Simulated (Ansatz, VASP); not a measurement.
# Two plane-wave programs on GaSb

The input INCAR:

```
PREC     = Accurate       # precision mode
ENCUT    = 520            # plane-wave cutoff, eV
EDIFF    = 1E-6           # SCF threshold, eV
ISMEAR   = 0              # smearing method
SIGMA    = 0.15           # smearing width, eV
LREAL    = False          # projectors in reciprocal space
LASPH    = True           # aspherical terms in the spheres
NELM     = 80             # most SCF steps
ALGO     = Normal         # electronic algorithm
ISIF     = 2              # what is computed and relaxed
LWAVE    = False          # write WAVECAR
LCHARG   = False          # write CHGCAR
GGA      = PE             # functional
NBANDS   = 16             # bands
```

Contents of KPOINTS:

```
regular mesh
0
Gamma
  16 16 16
```

File POSCAR:

```
GaSb
1.0
    0.0000000000      3.2311974569      3.1069206316
    3.2311974569      0.0000000000      3.1069206316
    3.2311974569      3.2311974569      0.0000000000
Ga Sb
1 1
Direct
    0.0000000000      0.0000000000      0.0000000000
    0.7500000000      0.7500000000      0.7500000000
```

Input for Ansatz:

```yaml
crystal:
  lattice:
    - [0.0, 3.2311974569, 3.1069206316]
    - [3.2311974569, 0.0, 3.1069206316]
    - [3.2311974569, 3.2311974569, 0.0]
  atoms:
    - { symbol: Ga, position: [0.0, 0.0, 0.0] }
    - { symbol: Sb, position: [0.75, 0.75, 0.75] }
basis:
  ecutwfc: 420
kpoints:
  mp_grid: { grid: [16, 16, 16] }
hamiltonian:
  xc: pbe
scf:
  occupations: { method: gaussian, width: 0.15 }
output:
  forces: true
  stress: true
  eigenvalues: true
```

Change from the starting cell: strain +0.0400 x Voigt [1, 1, 0, 0, 0, 0], atoms carried along.

Alike in both runs: task single point; functional PBE; k mesh 16 × 16 × 16; occupations gaussian, width 0.15 eV; no spin polarisation.

```csv
,VASP,Ansatz
version,VASP 6.6.1,Ansatz 0.2.0
potentials or method,"VASP PAW PBE potentials, release 64 (Ga_d, Sb), cutoff 520 eV","scalar-relativistic, plane waves, PAW"
valence electrons in the cell,18,28
```

|  | VASP | Ansatz | Ansatz less VASP |
| --- | --- | --- | --- |
| gap on the k mesh at the Fermi level (eV) | 0.13 | 0.13 | 0.000 |
| least direct gap on the mesh (eV) | 0.19 | 0.19 | 0.000 |
| pressure (GPa) | -2.9 | -2.9 | -0.05 |
| traceless stress, the component that is largest in VASP (GPa) | 0.96 | 0.96 | +0.002 |

The functional is the same, so the differences come from potentials, cutoffs and numerics. VASP's potentials hold 18 valence electrons a cell and Ansatz's 28, so a difference there can come from the potentials and not from the codes.

Spin-orbit coupling is off throughout.
